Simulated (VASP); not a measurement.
# Ti (P6_3/mmc) in VASP: further runs

Ti is run at these levels: PBEsol; tasks: electric field gradients.

All numbers are computed with VASP 6.6.1; they aren't measurements. Logs are shortened: lines on timing, memory, paths and dates and some standing lists are left out, and cuts for length are marked.

## (1) The cell of the first run

Symmetry: P6_3/mmc, No. 194, hexagonal system. The conventional cell has a = 2.970 Å, b = 2.970 Å, c = 4.717 Å, α = 90.00°, β = 90.00°, γ = 120.00°. Ti (site symmetry -6m2) has 12 Ti at 2.92 to 2.97 Å within 3.8 Å.

## (2) Electric field gradients, PBEsol (18.01 Å³/atom)

INCAR reads:

```
PREC = Accurate
ENCUT = 520
EDIFF = 1E-8
ISMEAR = -1
SIGMA = 0.05
LREAL = False
LASPH = True
NELM = 60
ALGO = Normal
ISIF = 2
LWAVE = False
LCHARG = False
GGA = PS
LEFG = True
NBANDS = 19
```

KPOINTS reads:

```
regular mesh
0
Gamma
  14 14 8
```

POSCAR reads:

```
Ti
1.0
    2.9695348394      0.0000000000      0.0000000000
   -1.4847674197      2.5716926084      0.0000000000
    0.0000000000      0.0000000000      4.7170340170
Ti
2
Direct
    0.3333333333      0.6666666667      0.2500000000
    0.6666666667      0.3333333333      0.7500000000
```

Potentials or basis: VASP PAW PBE potentials, release 64 (Ti_sv).

Launch:

```
> cat potpaw_PBE.64/Ti_sv/POTCAR > POTCAR
> mpirun -np 1 vasp_std > vasp.out
```

OUTCAR:

```text
PREC = Accurate
   ENCUT = 520
   EDIFF = 1E-8
   ISMEAR = -1
   LREAL = False
   LASPH = True
   NELM = 60
   ISIF = 2
   GGA = PS

 ion  position               nearest neighbor table
   1  0.333  0.667  0.250-   2 2.92   2 2.92   2 2.92   2 2.92   2 2.92   2 2.92
   2  0.667  0.333  0.750-   1 2.92   1 2.92   1 2.92   1 2.92   1 2.92   1 2.92

  LATTYP: Found a hexagonal cell.
 ALAT       =     2.9695348394
 C/A-ratio  =     1.5884757284

  Lattice vectors:

 A1 = (   2.9695348394,   0.0000000000,   0.0000000000)
 A2 = (  -1.4847674197,   2.5716926084,   0.0000000000)
 A3 = (   0.0000000000,   0.0000000000,   4.7170340170)

Analysis of symmetry for initial positions (statically):
=====================================================================
 Subroutine PRICEL returns:
 Original cell was already a primitive cell.

 Routine SETGRP: Setting up the symmetry group for a
 hexagonal supercell.

 Subroutine GETGRP returns: Found 24 space group operations
 (whereof 12 operations were pure point group operations)
 out of a pool of 24 trial point group operations.

The static configuration has the point symmetry D_3d.
 The point group associated with its full space group is D_6h.

Analysis of symmetry for dynamics (positions and initial velocities):
=====================================================================
 Subroutine PRICEL returns:
 Original cell was already a primitive cell.

 Routine SETGRP: Setting up the symmetry group for a
 hexagonal supercell.

 Subroutine GETGRP returns: Found 24 space group operations
 (whereof 12 operations were pure point group operations)
 out of a pool of 24 trial point group operations.

The dynamic configuration has the point symmetry D_3d.
 The point group associated with its full space group is D_6h.

 Subroutine INISYM returns: Found 24 space group operations
 (whereof 12 operations are pure point group operations),
 and found     1 'primitive' translations

----------------------------------------------------------------------------------------

                                     Primitive cell

  volume of cell :      36.0227

  direct lattice vectors                    reciprocal lattice vectors
     2.969534839  0.000000000  0.000000000     0.336753079  0.194424481  0.000000000
    -1.484767420  2.571692608  0.000000000     0.000000000  0.388848961  0.000000000
     0.000000000  0.000000000  4.717034017     0.000000000  0.000000000  0.211997623

  length of vectors
     2.969534839  2.969534839  4.717034017     0.388848961  0.388848961  0.211997623

  position of ions in fractional coordinates (direct lattice)
     0.333333333  0.666666667  0.250000000
     0.666666667  0.333333333  0.750000000

  ion indices of the primitive-cell ions
   primitive index   ion index
                 1           1
                 2           2

----------------------------------------------------------------------------------------

 KPOINTS: regular mesh

Automatic generation of k-mesh.
 Grid dimensions read from file:
 generate k-points for:   14   14    8

 Generating k-lattice:

  Cartesian coordinates                     Fractional coordinates (reciprocal lattice)
     0.024053791  0.013887463  0.000000000     0.071428571  0.000000000  0.000000000
     0.000000000  0.027774926  0.000000000     0.000000000  0.071428571  0.000000000
     0.000000000  0.000000000  0.026499703     0.000000000  0.000000000  0.125000000

  Length of vectors
     0.027774926  0.027774926  0.026499703

  Shift w.r.t. Gamma in fractional coordinates (k-lattice)
     0.000000000  0.000000000  0.000000000

 Subroutine IBZKPT returns following result:
 ===========================================

 Found    120 irreducible k-points:

 Following reciprocal coordinates:
            Coordinates               Weight
  0.000000  0.000000  0.000000      1.000000
  0.071429  0.000000  0.000000      6.000000
  0.142857 -0.000000  0.000000      6.000000
  0.214286 -0.000000  0.000000      6.000000
  0.285714 -0.000000  0.000000      6.000000
  0.357143 -0.000000  0.000000      6.000000
[... 16 lines left out ...]
  0.285714  0.285714  0.000000      6.000000
  0.357143  0.285714  0.000000      6.000000
 [... further k-points ...]
   k-points           NKPTS =    120   k-points in BZ     NKDIM =    120   number of bands    NBANDS=     19
   number of dos      NEDOS =    301   number of ions     NIONS =      2
   total plane-waves  NPLWV =  20736
   dimension x,y,z NGX =    24 NGY =   24 NGZ =   36
   dimension x,y,z NGXF=    48 NGYF=   48 NGZF=   72
   ions per type =               2
   NGX,Y,Z   is equivalent  to a cutoff of  13.44, 13.44, 12.69 a.u.
   NGXF,Y,Z  is equivalent  to a cutoff of  26.87, 26.87, 25.38 a.u.
 SYSTEM =  unknown system
   PREC   = accura    normal or accurate (medium, high low for compatibility)
   ISTART =      0    job   : 0-new  1-cont  2-samecut
   ICHARG =      2    charge: 1-file 2-atom 10-const
   ISPIN  =      1    spin polarized calculation?
   LNONCOLLINEAR =      F non collinear calculations
   LSORBIT =      F    spin-orbit coupling
   LASPH  =      T    aspherical Exc in radial PAW
   ENCUT  =  520.0 eV  38.22 Ry    6.18 a.u.   5.52  5.52  8.77*2*pi/ulx,y,z
   NELM   =     60;   NELMIN=  2; NELMDL= -5     # of ELM steps
   EDIFF  = 0.1E-07   stopping-criterion for ELM
   LREAL  =      F    real-space projection
   EDIFFG = 0.1E-06   stopping-criterion for IOM
   NSW    =      0    number of steps for IOM
   IBRION =     -1    ionic relax: 0-MD 1-quasi-New 2-CG
   NFREE  =      0    steps in history (QN), initial steepest desc. (CG)
   ISIF   =      2    stress and relaxation
   ISYM   =      2    0-nonsym 1-usesym 2-fastsym
   POTIM  = 0.5000    time-step for ionic-motion
   TEBEG  =    0.0;   TEEND  =   0.0 temperature during run
   PSTRESS=    0.0 pullay stress
   NELECT =      24.0000    total number of electrons
   NUPDOWN=      -1.0000    fix difference up-down
   EMIN   =  10.00;   EMAX   =-10.00  energy-range for DOS
   EFERMI =   0.00;   METHOD = LEGACY
   ISMEAR =    -1;   SIGMA  =   0.05  broadening in eV -4-tet -1-fermi 0-gaus
   EFERMI_NEDOS =   21; number of points for ismear=-14 and -15
   IALGO  =     38    algorithm
   IMIX   =      4    mixing-type and parameters
     AMIX     =   0.40;   BMIX     =  1.00
     AMIX_MAG =   1.60;   BMIX_MAG =  1.00
  volume/ion in A,a.u.               =      18.01       121.55
  Fermi-wavevector in a.u.,A,eV,Ry     =   1.429837  2.701999 27.816196  2.044433
  Thomas-Fermi vector in A             =   2.549747
   LORBIT       =      0    0 simple, 1 ext, 2 COOP (PROOUT), +10 PAW based schemes
   GGA     = PS    functional components
   LHFCALC =     F    Hartree Fock is set to
   AEXX    =    0.0000 exact exchange contribution
   IVDW    =     0    specifies the selected vdW correction
   LEPSILON=     F    determine dielectric tensor
   LRPA    =     F    only Hartree local field effects (RPA)
 non-spin polarized calculation
  energy-cutoff  :      520.00
  volume of cell :       36.02
 maximum number of plane-waves:      1014
 NGX is ok and might be reduce to    24
   NGX = 11   NGY = 11   NGZ = 17

 number of electron      24.0000001 magnetization

 Free energy of the ion-electron system (eV)
  ---------------------------------------------------
  ext. energy  EPLUGINS =         0.00000000
  ---------------------------------------------------
  free energy    TOTEN  =       -16.61882797 eV

  energy without entropy =      -16.60154845  energy(sigma->0) =      -16.61018821

 E-fermi :   7.8299     XC(G=0): -11.4625

 val. band max:        7.8218292890   @ k =   0.0714   0.0000   0.5000
 cond. band min:       7.8299398528   @ k =   0.2857   0.2857   0.3750
 fundamental gap:      0.0081105639
 Fermi energy:         7.8298642965

 k-point     1 :       0.0000    0.0000    0.0000
  band No.  band energies     occupation
      1     -48.8589      2.00000
      2     -48.7399      2.00000
      3     -25.5111      2.00000
      4     -24.9259      2.00000
      5     -24.9259      2.00000
      6     -24.8764      2.00000
[... 11 lines left out ...]
     18       9.3961      0.00000
     19      10.8499      0.00000
[... 485 lines left out ...]
 k-point    24 :       0.3571    0.2857    0.0000
  band No.  band energies     occupation
      1     -48.7335      2.00000
      2     -48.7239      2.00000
      3     -25.2783      2.00000
      4     -25.1752      2.00000
      5     -25.1716      2.00000
      6     -25.1528      2.00000
[... 11 lines left out ...]
     18      10.9794      0.00000
     19      13.2608      0.00000

 [... further k-points ...]

------------------------ aborting loop because EDIFF is reached ----------------------------------------

  FORCE on cell =-STRESS in cart. coord.  units (eV):
  Direction    XX          YY          ZZ          XY          YZ          ZX
  --------------------------------------------------------------------------------------
  -------------------------------------------------------------------------------------
  Total       -1.7388830     -1.7388830     -1.8653504      0.0000000     -0.0000000      0.0000000
  in kB      -77.3400515    -77.3400516    -82.9649255      0.0000000     -0.0000000      0.0000000
  external PRESSURE =     -79.2150095 kB  Pullay stress =       0.0000000 kB

 VOLUME and BASIS-vectors are now :
 -----------------------------------------------------------------------------
  energy-cutoff  :      520.00
  volume of cell :       36.02
      direct lattice vectors                 reciprocal lattice vectors
     2.969534839  0.000000000  0.000000000     0.336753079  0.194424481  0.000000000
    -1.484767420  2.571692608  0.000000000     0.000000000  0.388848961  0.000000000
     0.000000000  0.000000000  4.717034017     0.000000000  0.000000000  0.211997623

 POSITION                                       TOTAL-FORCE (eV/Angst)
 -----------------------------------------------------------------------------------
     -0.00000      1.71446      1.17926         0.000000     -0.000000      0.000000
      1.48477      0.85723      3.53778        -0.000000      0.000000      0.000000
 -----------------------------------------------------------------------------------
    total drift:                               -0.000000      0.000000     -0.000000

  FREE ENERGIE OF THE ION-ELECTRON SYSTEM (eV)
  ---------------------------------------------------
  free  energy   TOTEN  =       -16.6188279694 eV

  energy  without entropy=      -16.6015484483  energy(sigma->0) =      -16.61018821

 Electric field gradients (V/A^2)
---------------------------------------------------------------------
 ion       V_xx      V_yy      V_zz      V_xy      V_xz      V_yz
---------------------------------------------------------------------
   1      -7.900    -7.900    15.800    -0.001     0.000    -0.000
   2      -7.900    -7.900    15.800    -0.001    -0.000     0.000
---------------------------------------------------------------------

 Electric field gradients after diagonalization (V/A^2)
 (convention: |V_zz| > |V_xx| > |V_yy|)
----------------------------------------------------------------------
 ion       V_xx      V_yy      V_zz     asymmetry (V_yy - V_xx)/ V_zz
----------------------------------------------------------------------
   1      -7.900    -7.899    15.800       0.000
   2      -7.900    -7.899    15.800       0.000
----------------------------------------------------------------------

           NMR quadrupolar parameters

 Cq : quadrupolar parameter    Cq=e*Q*V_zz/h
 eta: asymmetry parameters     (V_yy - V_xx)/ V_zz
 Q  : nuclear electric quadrupole moment in mb (millibarn)
----------------------------------------------------------------------
 ion       Cq(MHz)       eta       Q (mb)
----------------------------------------------------------------------
   1       0.038       0.000       1.000
   2       0.038       0.000       1.000
----------------------------------------------------------------------
```

Wall time 2 min (1 thread of Intel Xeon 8259CL, shared host); peak memory 0.2 GiB.

Results:

| Quantity | Value |
| --- | --- |
| Free energy | -16.6188 eV |
| Pressure | -7.9 GPa |
| Band gap on the k mesh | zero (bands 12 and 13 overlap by 1.02 eV) |
| Largest electric field gradient by atom | Ti +15.8 V/Å² |

Stress tensor (GPa, compression positive):
```
-7.73  0.00  0.00
 0.00 -7.73  0.00
 0.00  0.00 -8.30
```

Electric field gradients, principal values (V/Å²):
| atom | least | middle | greatest (by size) |
| --- | --- | --- | --- |
| 1 Ti | -7.899 | -7.900 | 15.800 |
| 2 Ti | -7.899 | -7.900 | 15.800 |

Caveat: the cell stands under tension; without QUAD_EFG the Cq values of the log hold for a quadrupole moment of 1 mb, not for the nuclei; the PAW data sets were made with another functional, which shifts forces and pressure a little.

## (3) Electric field gradients, PBEsol (18.01 Å³/atom)

INCAR reads:

```
SYSTEM = Ti
PREC = Accurate ; ENCUT = 520
EDIFF = 1E-8 ; ISMEAR = -1
SIGMA = 0.05 ; LREAL = .False.
LASPH = .True. ; NELM = 100
ALGO = Normal ; ISIF = 2
LWAVE = .False. ; LCHARG = .False.
GGA = PS ; LEFG = .True.
NBANDS = 19
```

KPOINTS reads:

```
Automatic mesh
0
Gamma
  14 14 8
  0 0 0
```

POSCAR is that of step 2.

Potentials or basis: VASP PAW PBE potentials, release 64 (Ti_sv).

Launch:

```
> cat potpaw_PBE.64/Ti_sv/POTCAR > POTCAR
> mpirun -np 1 vasp_std > vasp.out
```

OUTCAR:

```text
SYSTEM = Ti
   PREC = Accurate
   ENCUT = 520
   EDIFF = 1E-8
   ISMEAR = -1
   LREAL = .False.
   LASPH = .True.
   NELM = 100
   ISIF = 2
   GGA = PS

 ion  position               nearest neighbor table
   1  0.333  0.667  0.250-   2 2.92   2 2.92   2 2.92   2 2.92   2 2.92   2 2.92
   2  0.667  0.333  0.750-   1 2.92   1 2.92   1 2.92   1 2.92   1 2.92   1 2.92

  LATTYP: Found a hexagonal cell.
 ALAT       =     2.9695348394
 C/A-ratio  =     1.5884757284

  Lattice vectors:

 A1 = (   2.9695348394,   0.0000000000,   0.0000000000)
 A2 = (  -1.4847674197,   2.5716926084,   0.0000000000)
[... 743 lines left out ...]
  free  energy   TOTEN  =       -16.6188279694 eV

  energy  without entropy=      -16.6015484483  energy(sigma->0) =      -16.61018821

 Electric field gradients (V/A^2)
---------------------------------------------------------------------
 ion       V_xx      V_yy      V_zz      V_xy      V_xz      V_yz
---------------------------------------------------------------------
   1      -7.900    -7.900    15.800    -0.001     0.000    -0.000
   2      -7.900    -7.900    15.800    -0.001    -0.000     0.000
---------------------------------------------------------------------

 Electric field gradients after diagonalization (V/A^2)
 (convention: |V_zz| > |V_xx| > |V_yy|)
----------------------------------------------------------------------
 ion       V_xx      V_yy      V_zz     asymmetry (V_yy - V_xx)/ V_zz
----------------------------------------------------------------------
   1      -7.900    -7.899    15.800       0.000
   2      -7.900    -7.899    15.800       0.000
----------------------------------------------------------------------

           NMR quadrupolar parameters

 Cq : quadrupolar parameter    Cq=e*Q*V_zz/h
 eta: asymmetry parameters     (V_yy - V_xx)/ V_zz
 Q  : nuclear electric quadrupole moment in mb (millibarn)
----------------------------------------------------------------------
 ion       Cq(MHz)       eta       Q (mb)
----------------------------------------------------------------------
   1       0.038       0.000       1.000
   2       0.038       0.000       1.000
----------------------------------------------------------------------
```

stdout:

```text
POSCAR found type information on POSCAR Ti
 POSCAR found :  1 types and       2 ions
 scaLAPACK will be used
 -----------------------------------------------------------------------------
|                                                                             |
|                                                                             |
|     You enforced a specific xc type in the INCAR file but a different       |
|     I HOPE YOU KNOW WHAT YOU ARE DOING!                                     |
|                                                                             |
 -----------------------------------------------------------------------------

 LDA part: xc-table for (Slater+PW92), standard interpolation
 POSCAR, INCAR and KPOINTS ok, starting setup
 FFT: planning ... GRIDC
 FFT: planning ... GRID_SOFT
 FFT: planning ... GRID
 WAVECAR not read
 entering main loop
ion   1

ion   2
```

It took 2.1 min on 1 thread of Intel Xeon 8259CL, shared host; peak memory 0.2 GiB.

Results:

```yaml
Free_energy: -16.6188 eV
Pressure: -7.9 GPa
Band_gap_on_the_k_mesh: zero (bands 12 and 13 overlap by 1.02 eV)
Largest_electric_field_gradient_by_atom: Ti +15.8 V/Å²
```

Levels at points of the mesh, in eV from the Fermi level:
```tsv
k point	band 9	band 10	band 11	band 12	band 13	band 14	band 15	band 16
(0.00, 0.00, 0.00)	-6.12	-2.61	0.66	0.76	0.76	0.84	1.23	1.23
(0.50, 0.00, 0.00)	-2.30	-2.06	-1.76	-0.64	0.48	0.58	1.11	3.21
(0.00, 0.00, 0.50)	-4.32	-4.32	0.08	0.08	0.67	0.67	0.67	0.67
(0.50, 0.00, 0.50)	-2.46	-2.46	-0.78	-0.78	1.24	1.24	1.66	1.66
```

Electric field gradients, principal values (V/Å²):
```
atom   least  middle  greatest (by size)
1 Ti  -7.899  -7.900              15.800
2 Ti  -7.899  -7.900              15.800
```

Caveat: the cell stands under tension; without QUAD_EFG the Cq values of the log hold for a quadrupole moment of 1 mb, not for the nuclei; the PAW data sets were made with another functional, which shifts forces and pressure a little.

[end of part 1 of 2]

The gap in the log of VASP goes by the Fermi energy; the results here count the filled bands.